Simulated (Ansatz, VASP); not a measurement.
# One calculation of Sn, two programs

Contents of INCAR:

```
PREC = Accurate ; ENCUT = 520
EDIFF = 1E-7 ; ISMEAR = -1
SIGMA = 0.1 ; LREAL = False
LASPH = True ; NELM = 100
ALGO = Normal ; ISIF = 2
LWAVE = False ; LCHARG = True
GGA = PS ; LELF = True
LVHAR = True ; NBANDS = 36
```

The input KPOINTS:

```
regular mesh
0
Gamma
  12 12 4
```

File POSCAR:

```
Sn
1.0
    3.3701686476      0.0000000000      0.0000000000
   -1.6850843238      2.9186516639      0.0000000000
    0.0000000000      0.0000000000     11.1425859486
Sn
4
Direct
    1.0000000000      1.0000000000      0.0000000000
    1.0000000000      1.0000000000      0.5000000000
    0.3333333333      0.6666666667      0.2500000000
    0.6666666667      0.3333333333      0.7500000000
```

Input for Ansatz:

```yaml
crystal:
  lattice:
    - [3.3701686476, 0.0, 0.0]
    - [-1.6850843238, 2.9186516639, 0.0]
    - [0.0, 0.0, 11.1425859486]
  atoms:
    - { symbol: Sn, position: [1.0, 1.0, 0.0] }
    - { symbol: Sn, position: [1.0, 1.0, 0.5] }
    - { symbol: Sn, position: [0.3333333333, 0.6666666667, 0.25] }
    - { symbol: Sn, position: [0.6666666667, 0.3333333333, 0.75] }
hamiltonian:
  xc: pbesol
  pseudopotentials:
    kind: paw
    azcp:
      Sn: "pseudopotentials/Sn.paw.azcp"
basis:
  ecutwfc: 420
  fft_grid_basis: typed
kpoints:
  mp_grid: { grid: [12, 12, 4], shift: [0, 0, 0] }
magnetization:
  spin_polarized: false
scf:
  occupations: { method: fermi_dirac, width: 0.1 }
  lower_state_search: "off"
output:
  stress: true
```

Alike in both runs: task single point; functional PBEsol; k mesh 12 × 12 × 4; occupations fermi-dirac, width 0.1 eV; no spin polarisation.

```csv
,VASP,Ansatz
version,VASP 6.6.1,Ansatz 0.2.0
potentials or method,"VASP PAW PBE potentials, release 64 (Sn_d), cutoff 520 eV","plane waves (420 eV) with PAW, scalar-relativistic"
valence electrons in the cell,56,56
```

|  | VASP | Ansatz | Ansatz less VASP |
| --- | --- | --- | --- |
| pressure (GPa) | -1.9 | -1.8 | +0.07 |
| traceless stress, the component that is largest in VASP (GPa) | -0.13 | -0.14 | -0.003 |

VASP's potentials were made for PBE, not for PBEsol, and Ansatz warns of the same on its side.
